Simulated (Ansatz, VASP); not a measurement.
TePb in VASP and in Ansatz

INCAR

```
SYSTEM = TePb
  PREC = Accurate
  ENCUT = 600
  EDIFF = 1E-6
  ISMEAR = -1
  SIGMA = 0.05
  LREAL = .FALSE.
  LASPH = .TRUE.
  NELM = 60
  ALGO = Normal
  ISIF = 3
  LWAVE = .FALSE.
  LCHARG = .FALSE.
  GGA = RE
  IBRION = 2
  NSW = 80
  EDIFFG = -0.005
```

The input KPOINTS:

```
regular mesh
0
G
  7 7 7
  0 0 0
```

Contents of POSCAR:

```
TePb
1.0
    0.0000000000      3.2310000000      3.2310000000
    3.2310000000      0.0000000000      3.2310000000
    3.2310000000      3.2310000000      0.0000000000
Pb Te
1 1
Direct
    0.0000000000      0.0000000000      0.0000000000
    0.5000000000      0.5000000000      0.5000000000
```

File input.yaml:

```yaml
crystal:
  lattice:
    - [0.0, 3.231, 3.231]
    - [3.231, 0.0, 3.231]
    - [3.231, 3.231, 0.0]
  atoms:
    - { symbol: Pb, position: [0.0, 0.0, 0.0] }
    - { symbol: Te, position: [0.5, 0.5, 0.5] }
kpoints:
  mp_grid: { grid: [7, 7, 7] }
scf:
  occupations: { method: fermi_dirac, width: 0.05 }
hamiltonian:
  xc: revpbe
  pseudopotentials: { kind: all_electron, lapw: { basis_error: 0.001 } }
output:
  forces: true
  stress: true
relax:
  f_tol: 0.005
  max_steps: 60
  cell: {}
```

Alike in both runs: task relaxation of cell and atoms; functional revPBE; k mesh 7 × 7 × 7; occupations fermi-dirac, width 0.05 eV; no spin polarisation.

|  | VASP | Ansatz |
| --- | --- | --- |
| version | VASP 6.6.1 | Ansatz 0.2.0 |
| potentials or method | VASP PAW PBE potentials, release 64 (Pb_d, Te), cutoff 600 eV | all-electron LAPW, scalar-relativistic |

|  | VASP | Ansatz | Ansatz less VASP |
| --- | --- | --- | --- |
| relaxed volume (Å³/atom) | 36.39 | 36.44 | +0.047 |
| relaxed cell length with the largest relative difference (Å) | 4.686 | 4.688 | +0.0020 |

VASP's potentials were made for PBE, not for revPBE. Ansatz ran all-electron here, and VASP with PAW potentials.

Spin-orbit coupling is off throughout.
